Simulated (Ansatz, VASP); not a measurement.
ZnF2: VASP beside Ansatz

The input POSCAR:

```
ZnF2
1.0
    4.4329189266      0.0000000000      0.0000000000
    0.0000000000      4.4329189266      0.0000000000
    0.0000000000      0.0000000000      2.9469979282
Zn F
2 4
Direct
    0.0000000000      0.0000000000      0.0000000000
    0.5000000000      0.5000000000      0.5000000000
    0.2999843542      0.2999843542      0.0000000000
    0.2000156458      0.7999843542      0.5000000000
    0.7000156458      0.7000156458      0.0000000000
    0.7999843542      0.2000156458      0.5000000000
```

File INCAR.step1:

```
PREC = Accurate
ENCUT = 660
ISMEAR = 0
SIGMA = 0.01
LREAL = False
LASPH = True
NELM = 120
NBANDS = 35
GGA = PE
ALGO = Normal
EDIFF = 1E-5
LWAVE = True
LCHARG = False
GGA_COMPAT = False
```

Contents of INCAR.step2:

```
PREC = Accurate
ENCUT = 660
EDIFF = 1E-6
ISMEAR = 0
SIGMA = 0.01
LREAL = False
LASPH = True
NELM = 120
ALGO = Normal
ISIF = 2
LWAVE = False
LCHARG = True
METAGGA = R2SCAN
LMIXTAU = True
LELF = True
LVHAR = True
NBANDS = 35
ISTART = 1
GGA_COMPAT = False
```

KPOINTS

```
regular mesh
0
Gamma
  6 6 8
```

Input for Ansatz:

```yaml
crystal:
  lattice:
    - [4.4329189266, 0.0, 0.0]
    - [0.0, 4.4329189266, 0.0]
    - [0.0, 0.0, 2.9469979282]
  atoms:
    - { symbol: Zn, position: [0.0, 0.0, 0.0] }
    - { symbol: Zn, position: [0.5, 0.5, 0.5] }
    - { symbol: F, position: [0.2999843542, 0.2999843542, 0.0] }
    - { symbol: F, position: [0.2000156458, 0.7999843542, 0.5] }
    - { symbol: F, position: [0.7000156458, 0.7000156458, 0.0] }
    - { symbol: F, position: [0.7999843542, 0.2000156458, 0.5] }
kpoints:
  mp_grid: { grid: [6, 6, 8] }
  band_path:
    path:
      - [0.0, 0.0, 0.0]
      - [0.0, 0.5, 0.0]
      - [0.5, 0.5, 0.0]
      - [0.0, 0.0, 0.5]
      - [0.0, 0.5, 0.5]
      - [0.5, 0.5, 0.5]
    npoints: 1
hamiltonian:
  xc: r2scan
scf:
  occupations: { method: fixed }
  n_extra_bands: 5
output:
  forces: true
  stress: true
  eigenvalues: true
```

Change from the starting cell: hydrostatic strain -5.8%.

Alike in both runs: task single point; functional r2SCAN; k mesh 6 × 6 × 8; no spin polarisation.

|  | VASP | Ansatz |
| --- | --- | --- |
| version | VASP 6.6.1 | Ansatz 0.2.0 |
| potentials or method | VASP PAW PBE potentials, release 64 (Zn, F) | plane waves, PAW |
| plane-wave cutoff (eV) | 660 | 500 |
| occupations | gaussian, width 0.01 eV | fixed |
| valence electrons in the cell | 52 | 52 |

```csv
,VASP,Ansatz,Ansatz less VASP
gap on the k mesh at the Fermi level (eV),4.46,4.55,+0.082
pressure (GPa),33.7,32.1,-1.60
"traceless stress, the component that is largest in VASP (GPa)",2.73,2.49,-0.245
rms of the force components (eV/Å),0.008,0.001,-0.0062
```

VASP's potentials were made for PBE, not for r2SCAN. Atom by atom the forces differ by 0.006 eV/Å (rms over components). Both programs put the cell under a high pressure, so it lies far from rest at this level.
